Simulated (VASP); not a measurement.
# ScAl3 (Immm) in VASP: further runs

The runs below take ScAl3 through relaxation of cell and atoms, single point, with PBE.

All numbers are computed with VASP 6.6.1; they aren't measurements. Logs are shortened: lines on timing, memory, paths and dates and some standing lists are left out, and cuts for length are marked.

### Step 1. The cell of the first run

It takes space group Immm (No. 71, orthorhombic). The conventional cell has a = 4.081 Å, b = 5.831 Å, c = 6.253 Å, α = 90.00°, β = 90.00°, γ = 90.00°. Sc (site symmetry mmm) has 6 Al at 2.39 to 2.92 Å within 3.2 Å. Within 2.5 Å of Al (site symmetry mm2) lie 2 Al at 1.89 to 2.47 Å and 2 Sc at 2.39 Å. Within 2.5 Å of Al (site symmetry mmm) lie 2 Al at 1.89 Å.

The cell was generated, and may not be a known phase.

### Step 2. Relaxation of cell and atoms, PBE

Contents of INCAR:

```
ALGO = Fast
EDIFF = 1E-7
EDIFFG = -0.04
ENCUT = 600
GGA = PE
IBRION = 2
ISIF = 3
ISMEAR = 0
LASPH = True
LCHARG = False
LREAL = False
LWAVE = False
NELM = 60
NSW = 90
PREC = Accurate
SIGMA = 0.1
```

Contents of KPOINTS:

```
k-points
0
Gamma
  6 6 6
```

Contents of POSCAR:

```
ScAl3
1.0
   -2.0404710000      2.9154590600      3.1264595400
    2.0404710000     -2.9154590600      3.1264595400
    2.0404710000      2.9154590600     -3.1264595400
Sc Al
1 3
Direct
    0.5000000000      0.0000000000      0.5000000000
    0.6976541600      0.6976541600      0.0000000000
    0.3023458400      0.3023458400      0.0000000000
    0.0000000000      0.0000000000      0.0000000000
```

Potentials or basis: VASP PAW PBE potentials, release 64 (Sc_sv, Al).

Launch:

```bash
cat potpaw_PBE.64/Sc_sv/POTCAR potpaw_PBE.64/Al/POTCAR > POTCAR
mpirun -np 1 vasp_std > vasp.out
```

OUTCAR:

```text
EDIFF = 1E-7
   EDIFFG = -0.04
   ENCUT = 600
   GGA = PE
   IBRION = 2
   ISIF = 3
   ISMEAR = 0
   LASPH = True
   LREAL = False
   NELM = 60
   NSW = 90
   PREC = Accurate

 ion  position               nearest neighbor table
   1  0.500  0.000  0.500-   2 2.39   3 2.39   2 2.39   3 2.39   4 2.92   4 2.92
   2  0.698  0.698  0.000-   4 1.89   1 2.39   1 2.39   3 2.47
   3  0.302  0.302  0.000-   4 1.89   1 2.39   1 2.39   2 2.47
   4  0.000  0.000  0.000-   2 1.89   3 1.89   1 2.92   1 2.92

  LATTYP: Found a body centered orthorhombic cell.
 ALAT       =     4.0809420000
 B/A-ratio  =     1.4288167095
 C/A-ratio  =     1.5322244423

  Lattice vectors:

 A1 = (  -2.0404710000,   2.9154590600,   3.1264595400)
 A2 = (   2.0404710000,  -2.9154590600,   3.1264595400)
 A3 = (   2.0404710000,   2.9154590600,  -3.1264595400)

Analysis of symmetry for initial positions (statically):
=====================================================================
 Subroutine PRICEL returns:
 Original cell was already a primitive cell.

 Routine SETGRP: Setting up the symmetry group for a
 body centered orthorhombic supercell.

 Subroutine GETGRP returns: Found  8 space group operations
 (whereof  8 operations were pure point group operations)
 out of a pool of  8 trial point group operations.

The static configuration has the point symmetry D_2h.

Analysis of symmetry for dynamics (positions and initial velocities):
=====================================================================
 Subroutine PRICEL returns:
 Original cell was already a primitive cell.

 Routine SETGRP: Setting up the symmetry group for a
 body centered orthorhombic supercell.

 Subroutine GETGRP returns: Found  8 space group operations
 (whereof  8 operations were pure point group operations)
 out of a pool of  8 trial point group operations.

The dynamic configuration has the point symmetry D_2h.

 Subroutine INISYM returns: Found  8 space group operations
 (whereof  8 operations are pure point group operations),
 and found     1 'primitive' translations

----------------------------------------------------------------------------------------

                                     Primitive cell

  volume of cell :      74.3961

  direct lattice vectors                    reciprocal lattice vectors
    -2.040471000  2.915459060  3.126459540     0.000000000  0.171499579  0.159925306
     2.040471000 -2.915459060  3.126459540     0.245041463  0.000000000  0.159925306
     2.040471000  2.915459060 -3.126459540     0.245041463  0.171499579  0.000000000

  length of vectors
     4.736894836  4.736894836  4.736894836     0.234495648  0.292611385  0.299094340

  position of ions in fractional coordinates (direct lattice)
     0.500000000  0.000000000  0.500000000
     0.697654160  0.697654160  0.000000000
     0.302345840  0.302345840  0.000000000
     0.000000000  0.000000000  0.000000000

  ion indices of the primitive-cell ions
   primitive index   ion index
                 1           1
                 2           2
                 3           3
                 4           4

----------------------------------------------------------------------------------------

 KPOINTS: k-points

Automatic generation of k-mesh.
 Grid dimensions read from file:
 generate k-points for:    6    6    6

 Generating k-lattice:

  Cartesian coordinates                     Fractional coordinates (reciprocal lattice)
     0.000000000  0.028583263  0.026654218     0.166666667  0.000000000 -0.000000000
     0.040840244  0.000000000  0.026654218     0.000000000  0.166666667 -0.000000000
     0.040840244  0.028583263  0.000000000     0.000000000  0.000000000  0.166666667

  Length of vectors
     0.039082608  0.048768564  0.049849057

  Shift w.r.t. Gamma in fractional coordinates (k-lattice)
     0.000000000  0.000000000  0.000000000

 Subroutine IBZKPT returns following result:
 ===========================================

 Found     46 irreducible k-points:

 Following reciprocal coordinates:
            Coordinates               Weight
  0.000000  0.000000  0.000000      1.000000
  0.166667  0.000000 -0.000000      4.000000
  0.333333  0.000000 -0.000000      4.000000
  0.500000  0.000000 -0.000000      2.000000
 -0.000000  0.166667  0.000000      4.000000
  0.166667  0.166667  0.000000      8.000000
[... 16 lines left out ...]
 -0.166667  0.166667  0.166667      2.000000
  0.166667  0.333333  0.166667      4.000000
 [... further k-points ...]
   k-points           NKPTS =     46   k-points in BZ     NKDIM =     46   number of bands    NBANDS=     14
   number of dos      NEDOS =    301   number of ions     NIONS =      4
   total plane-waves  NPLWV =  64000
   dimension x,y,z NGX =    40 NGY =   40 NGZ =   40
   dimension x,y,z NGXF=    80 NGYF=   80 NGZF=   80
   ions per type =               1   3
   NGX,Y,Z   is equivalent  to a cutoff of  14.04, 14.04, 14.04 a.u.
   NGXF,Y,Z  is equivalent  to a cutoff of  28.08, 28.08, 28.08 a.u.
 SYSTEM =  unknown system
   PREC   = accura    normal or accurate (medium, high low for compatibility)
   ISTART =      0    job   : 0-new  1-cont  2-samecut
   ICHARG =      2    charge: 1-file 2-atom 10-const
   ISPIN  =      1    spin polarized calculation?
   LNONCOLLINEAR =      F non collinear calculations
   LSORBIT =      F    spin-orbit coupling
   LASPH  =      T    aspherical Exc in radial PAW
   ENCUT  =  600.0 eV  44.10 Ry    6.64 a.u.   9.46  9.46  9.46*2*pi/ulx,y,z
   NELM   =     60;   NELMIN=  2; NELMDL= -5     # of ELM steps
   EDIFF  = 0.1E-06   stopping-criterion for ELM
   LREAL  =      F    real-space projection
   EDIFFG = -.4E-01   stopping-criterion for IOM
   NSW    =     90    number of steps for IOM
   IBRION =      2    ionic relax: 0-MD 1-quasi-New 2-CG
   NFREE  =      1    steps in history (QN), initial steepest desc. (CG)
   ISIF   =      3    stress and relaxation
   ISYM   =      2    0-nonsym 1-usesym 2-fastsym
   POTIM  = 0.5000    time-step for ionic-motion
   TEBEG  =    0.0;   TEEND  =   0.0 temperature during run
   PSTRESS=    0.0 pullay stress
   NELECT =      20.0000    total number of electrons
   NUPDOWN=      -1.0000    fix difference up-down
   EMIN   =  10.00;   EMAX   =-10.00  energy-range for DOS
   EFERMI =   0.00;   METHOD = LEGACY
   ISMEAR =     0;   SIGMA  =   0.10  broadening in eV -4-tet -1-fermi 0-gaus
   EFERMI_NEDOS =   21; number of points for ismear=-14 and -15
   IALGO  =     68    algorithm
   IMIX   =      4    mixing-type and parameters
     AMIX     =   0.40;   BMIX     =  1.00
     AMIX_MAG =   1.60;   BMIX_MAG =  1.00
  volume/ion in A,a.u.               =      18.60       125.51
  Fermi-wavevector in a.u.,A,eV,Ry     =   1.056578  1.996642 15.188951  1.116356
  Thomas-Fermi vector in A             =   2.191819
   LORBIT       =      0    0 simple, 1 ext, 2 COOP (PROOUT), +10 PAW based schemes
   GGA     = PE    functional components
   LHFCALC =     F    Hartree Fock is set to
   AEXX    =    0.0000 exact exchange contribution
   IVDW    =     0    specifies the selected vdW correction
   LEPSILON=     F    determine dielectric tensor
   LRPA    =     F    only Hartree local field effects (RPA)
 conjugate gradient relaxation of ions
 non-spin polarized calculation
 RMM-DIIS sequential band-by-band and
 Gauss-broadening in eV      SIGMA  =   0.10
  energy-cutoff  :      600.00
  volume of cell :       74.40
 maximum number of plane-waves:      2504
 NGX is ok and might be reduce to    40
   NGX = 19   NGY = 19   NGZ = 19

--------------------------------------- Ionic step        1  -------------------------------------------

 number of electron      20.0000001 magnetization

 Free energy of the ion-electron system (eV)
  ---------------------------------------------------
  ext. energy  EPLUGINS =         0.00000000
  ---------------------------------------------------
  free energy    TOTEN  =        -8.02550088 eV

  energy without entropy =       -8.01036014  energy(sigma->0) =       -8.01793051

 E-fermi :   5.9030     XC(G=0):  -9.8079

 val. band max:        5.9002573829   @ k =   0.5000   0.1667  -0.0000
 cond. band min:       5.9164206456   @ k =   0.5000   0.5000   0.5000
 fundamental gap:      0.0161632627
 Fermi energy:         5.9030464051

 k-point     1 :       0.0000    0.0000    0.0000
  band No.  band energies     occupation
      1     -42.9452      2.00000
      2     -21.8872      2.00000
      3     -21.7296      2.00000
      4     -21.6271      2.00000
      5      -3.3692      2.00000
      6       1.9782      2.00000
      7       2.8870      2.00000
      8       4.0811      2.00000
      9       4.9370      2.00000
     10       5.8338      1.67285
     11       6.6966      0.00000
     12       7.0312      0.00000
     13       7.7945      0.00000
     14       8.8431      0.00000
[... 428 lines left out ...]
--------------------------------------- Ionic step        2  -------------------------------------------

 number of electron      20.0000001 magnetization

------------------------ aborting loop EDIFF was not reached (unconverged)  ----------------------------

  FORCE on cell =-STRESS in cart. coord.  units (eV):
  Direction    XX          YY          ZZ          XY          YZ          ZX
  --------------------------------------------------------------------------------------
  -------------------------------------------------------------------------------------
  Total        1.8776551      0.7231893     -2.9162372      0.0000000      0.0000000      0.0000000
  in kB       21.8320237      8.4087247    -33.9079099      0.0000000      0.0000000      0.0000000
  external PRESSURE =      -1.2223872 kB  Pullay stress =       0.0000000 kB
[... 25 lines left out ...]
--------------------------------------- Ionic step        3  -------------------------------------------

 number of electron      20.0000000 magnetization

------------------------ aborting loop EDIFF was not reached (unconverged)  ----------------------------

  FORCE on cell =-STRESS in cart. coord.  units (eV):
  Direction    XX          YY          ZZ          XY          YZ          ZX
  --------------------------------------------------------------------------------------
  -------------------------------------------------------------------------------------
  Total       -0.6626983     -0.8244225     -6.0657467      0.0000000      0.0000000      0.0000000
  in kB       -7.8129224     -9.7195792    -71.5124898      0.0000000      0.0000000      0.0000000
  external PRESSURE =     -29.6816638 kB  Pullay stress =       0.0000000 kB
[... 19 lines left out ...]
  FREE ENERGIE OF THE ION-ELECTRON SYSTEM (eV)
  ---------------------------------------------------
  free  energy   TOTEN  =       -13.6066522354 eV

  energy  without entropy=      -13.5814419996  energy(sigma->0) =      -13.59404712

[... ionic steps 4 to 10 ...]

--------------------------------------- Ionic step       11  -------------------------------------------

 number of electron      20.0000001 magnetization

------------------------ aborting loop because EDIFF is reached ----------------------------------------
[... 71 lines left out ...]
--------------------------------------- Ionic step       13  -------------------------------------------

 number of electron      20.0000001 magnetization

 Free energy of the ion-electron system (eV)
  ---------------------------------------------------
  ext. energy  EPLUGINS =         0.00000000
  ---------------------------------------------------
  free energy    TOTEN  =       -15.04781943 eV

  energy without entropy =      -15.02109383  energy(sigma->0) =      -15.03445663

 E-fermi :   3.3295     XC(G=0):  -8.5416

 val. band max:        3.3238192396   @ k =   0.1667   0.0000  -0.0000
 cond. band min:       3.3300122039   @ k =  -0.0000   0.3333   0.0000
 fundamental gap:      0.0061929643
 Fermi energy:         3.3294748440

 k-point     1 :       0.0000    0.0000    0.0000
  band No.  band energies     occupation
      1     -46.2148      2.00000
      2     -25.0025      2.00000
      3     -24.8325      2.00000
      4     -24.8039      2.00000
      5      -4.3811      2.00000
      6       0.0118      2.00000
      7       0.8196      2.00000
      8       2.5435      2.00000
      9       2.7001      2.00000
     10       3.6348      0.00002
     11       3.7492      0.00000
     12       4.1505      0.00000
     13       4.2311      0.00000
     14       5.0974      0.00000
[... 422 lines left out ...]
  FREE ENERGIE OF THE ION-ELECTRON SYSTEM (eV)
  ---------------------------------------------------
  free  energy   TOTEN  =       -15.0478194310 eV

  energy  without entropy=      -15.0210938299  energy(sigma->0) =      -15.03445663

 reached required accuracy - stopping structural energy minimisation
```

It took 13 min on 1 thread of Intel Xeon 6975P-C (Granite Rapids), shared host; peak memory 0.3 GiB.

Results:

- Free energy: -15.0478 eV
- Relaxed volume: 26.71 Å³/atom
- Relaxed cell: a = 5.364 Å, b = 5.364 Å, c = 5.364 Å, α = 122.88°, β = 119.67°, γ = 87.83°
- Space group after relaxing (to 0.1 Å): Immm (No. 71)
- Energy gained by relaxing: 1755.6 meV/atom
- Ionic steps: 13
- Pressure after relaxing: 0.0 GPa
- Largest force after relaxing: 0.024 eV/Å
- Band gap on the k mesh: zero (bands 10 and 11 overlap by 0.98 eV)

Forces in eV/Å, atoms in the order of the input:
```
Sc   0.000  0.000  0.000
Al   0.000  0.000 -0.024
Al   0.000  0.000  0.024
Al   0.000  0.000  0.000
```

Stress tensor (GPa, compression positive):
```
 0.04  0.00  0.00
 0.00  0.06  0.00
 0.00  0.00 -0.10
```

The path:
| step | energy change (eV) | largest force (eV/Å) | pressure (GPa) | volume (Å³) |
| --- | --- | --- | --- | --- |
| 1 | 0.0000 | 7.0407 | 45.35 | 74.40 |
| 2 | 1.0680 | 0.3270 | -0.12 | 137.79 |
| 3 | -5.5812 | 0.3944 | -2.97 | 135.90 |
| 4 | -5.8925 | 0.7308 | -2.70 | 129.56 |
| 5 | -6.1914 | 1.9991 | 4.77 | 100.71 |
| 6 | -6.2862 | 1.5971 | 0.14 | 112.98 |
| 7 | -6.3061 | 1.7322 | 1.00 | 110.03 |
| 8 | -6.7404 | 0.7256 | -1.95 | 114.37 |
| 9 | -6.7654 | 0.4767 | -2.58 | 115.84 |
| 10 | -6.9856 | 0.1387 | -1.12 | 109.58 |
| 11 | -7.0118 | 0.0986 | -0.23 | 107.24 |
| 12 | -7.0120 | 0.1195 | -0.15 | 107.06 |
| 13 | -7.0223 | 0.0239 | 0.00 | 106.83 |

Final structure:
```
Sc Al
1.0
    -2.56429    2.69545    3.86399
     2.56429   -2.69545    3.86399
     2.56429    2.69545   -3.86399
Sc Al
1 3
Direct
  0.50000 0.00000 0.50000
  0.67446 0.67446 0.00000
  0.32554 0.32554 0.00000
  0.00000 0.00000 0.00000
```

Caveat: the volume moved by over 15 % at a fixed basis, so the end points are rough.

### Step 3. Single point, PBE, collinear spin

This run uses another cell than the first one, of 26.66 Å³/atom.

Contents of INCAR:

```
SYSTEM = ScAl3
PREC = Accurate ; ENCUT = 520
EDIFF = 1E-6 ; ISMEAR = 0
SIGMA = 0.1 ; LREAL = .False.
LASPH = .True. ; NELM = 150
ALGO = Fast ; ISIF = 2
LWAVE = .False. ; LCHARG = .True.
ISPIN = 2 ; MAGMOM = 1 0 0 0
LORBIT = 11 ; LMAXMIX = 4
GGA = PE ; LELF = .True.
LVHAR = .True. ; NBANDS = 22
```

Contents of KPOINTS:

```
regular mesh
0
Gamma
  6 6 6
  0 0 0
```

Contents of POSCAR:

```
ScAl3
1.0
   -2.5618206827      2.6968624097      3.8588392891
    2.5618206827     -2.6968624097      3.8588392891
    2.5618206827      2.6968624097     -3.8588392891
Sc Al
1 3
Direct
    0.5000000000      0.0000000000      0.5000000000
    0.6742062287      0.6742062287      0.0000000000
    0.3257937713      0.3257937713      0.0000000000
    0.0000000000      0.0000000000      0.0000000000
```

Potentials or basis: VASP PAW PBE potentials, release 64 (Sc_sv, Al).

Launch:

```bash
cat potpaw_PBE.64/Sc_sv/POTCAR potpaw_PBE.64/Al/POTCAR > POTCAR
mpirun -np 1 vasp_std > vasp.out
```

It took 2.7 min on 1 thread of Intel Xeon 6975P-C (Granite Rapids), shared host; peak memory 0.39 GiB.

Results (log left out):

```yaml
Free_energy: -15.0527 eV
Pressure: 0.1 GPa
Largest_force: 0.010 eV/Å
Net_moment: 0.20 μB per cell
Site_moments: Sc +0.08; Al +0.01 μB
Valence_electrons_inside_the_program's_atomic_spheres: Sc 9.45; Al 0.78, 0.84 (each value once)
```

Forces on the atoms (eV/Å):
```
Sc   0.000  0.000  0.000
Al   0.000  0.000 -0.010
Al   0.000  0.000  0.010
Al   0.000  0.000  0.000
```

Stress tensor (GPa, compression positive):
```
0.20 0.00 0.00
0.00 0.00 0.00
0.00 0.00 0.07
```

Levels at points of the mesh, in eV from the Fermi level:
Spin up:
| k point | band 7 | band 8 | band 9 | band 10 | band 11 | band 12 | band 13 | band 14 |
| --- | --- | --- | --- | --- | --- | --- | --- | --- |
| (0.00, 0.00, 0.00) | -2.52 | -0.81 | -0.65 | 0.29 | 0.38 | 0.79 | 0.88 | 1.76 |
| (0.50, 0.00, 0.00) | -2.16 | -1.20 | -0.78 | -0.78 | -0.01 | 0.59 | 0.79 | 1.19 |
| (0.00, 0.50, 0.00) | -1.64 | -1.62 | -1.07 | -0.76 | -0.27 | 0.18 | 1.15 | 1.30 |
| (0.50, 0.50, 0.00) | -3.76 | -3.37 | -1.18 | -0.78 | -0.09 | 0.57 | 1.48 | 2.54 |
| (0.50, 0.50, 0.50) | -5.17 | -1.87 | -1.54 | 0.63 | 0.96 | 1.32 | 1.33 | 1.91 |
Spin down:
```
           k point  band 7  band 8  band 9  band 10  band 11  band 12  band 13  band 14
(0.00, 0.00, 0.00)   -2.50   -0.75   -0.62     0.34     0.45     0.86     0.93     1.81
(0.50, 0.00, 0.00)   -2.13   -1.11   -0.73    -0.73     0.06     0.61     0.85     1.23
(0.00, 0.50, 0.00)   -1.59   -1.58   -0.97    -0.73    -0.21     0.20     1.19     1.36
(0.50, 0.50, 0.00)   -3.72   -3.32   -1.13    -0.75     0.03     0.63     1.53     2.58
(0.50, 0.50, 0.50)   -5.15   -1.83   -1.49     0.71     0.99     1.36     1.37     2.00
```

Caveat: a moment this small can come from the mesh or the smearing.

### Step 4. Single point, PBE

This run uses another cell than the first one, of 26.74 Å³/atom.

Contents of INCAR:

```
PREC = Accurate ; ENCUT = 520
EDIFF = 1E-7 ; ISMEAR = 0
SIGMA = 0.1 ; LREAL = F
LASPH = T ; NELM = 60
ALGO = Fast ; ISIF = 2
LWAVE = F ; LCHARG = F
GGA = PE ; NBANDS = 18
```

Contents of KPOINTS:

```
Automatic mesh
0
Gamma
  12 12 12
```

Contents of POSCAR:

```
ScAl3
1.0
   -2.5837875211      2.7006972927      3.8320463979
    2.5837875211     -2.7006972927      3.8320463979
    2.5837875211      2.7006972927     -3.8320463979
Sc Al
1 3
Direct
    0.5000000000      0.0000000000      0.5000000000
    0.6728392711      0.6728392711      0.0000000000
    0.3271607289      0.3271607289      0.0000000000
    0.0000000000      0.0000000000      0.0000000000
```

Launch:

```bash
cat potpaw_PBE.64/Sc_sv/POTCAR potpaw_PBE.64/Al/POTCAR > POTCAR
mpirun -np 1 vasp_std > vasp.out
```

It took 4.9 min on 1 thread of Intel Xeon 6975P-C (Granite Rapids), shared host; peak memory 0.63 GiB.

Results (log left out):

* Free energy: -15.0719 eV
* Pressure: 0.0 GPa
* Largest force: 0.003 eV/Å
* Band gap on the k mesh: zero (bands 10 and 11 overlap by 1.04 eV)

Forces in eV/Å, atoms in the order of the input:
```
Sc   0.000  0.000  0.000
Al   0.000  0.000 -0.003
Al   0.000  0.000  0.003
Al   0.000  0.000  0.000
```

Levels at points of the mesh, in eV from the Fermi level:
```
           k point  band 6  band 7  band 8  band 9  band 10  band 11  band 12  band 13  band 14  band 15
(0.00, 0.00, 0.00)   -3.36   -2.54   -0.78   -0.61     0.36     0.43     0.76     0.89     1.92     2.25
(0.50, 0.00, 0.00)   -5.94   -2.13   -1.19   -0.78    -0.67    -0.05     0.52     0.84     1.20     2.44
(0.00, 0.50, 0.00)   -5.80   -1.61   -1.55   -1.05    -0.76    -0.26     0.17     1.17     1.32     2.45
(0.50, 0.50, 0.00)   -4.10   -3.78   -3.36   -1.15    -0.74    -0.06     0.65     1.50     2.54     3.32
(0.50, 0.50, 0.50)   -5.30   -5.13   -1.86   -1.58     0.69     0.96     1.33     1.34     1.96     3.29
```

### Step 5. Summary

```csv
task,spin,cell,k mesh,cutoff (eV),gap on the mesh (eV),pressure (GPa),largest force (eV/Å)
relaxation of cell and atoms,off,"relaxed from a = 4.737 Å, angles 129.0, 104.0, 97.4°, 4 atoms, atomic positions A",6 × 6 × 6,600,none,0.0,0.02
single point,collinear,"a = 5.360 Å, angles 122.9, 119.6, 87.9°, 4 atoms, atomic positions B",6 × 6 × 6,520,none,0.1,0.01
single point,off,"a = 5.353 Å, angles 122.3, 119.4, 88.6°, 4 atoms, atomic positions C",12 × 12 × 12,520,none,0.0,-
```

Alike in all rows: level PBE; potentials or basis VASP PAW PBE potentials, release 64 (Sc_sv, Al); smearing gaussian 0.1 eV.

Caveats: the volume moved by over 15 % at a fixed basis, so the end points are rough (at least some runs); a moment this small can come from the mesh or the smearing (at least some runs).

Absolute energies hang on the potentials; compare differences alone.
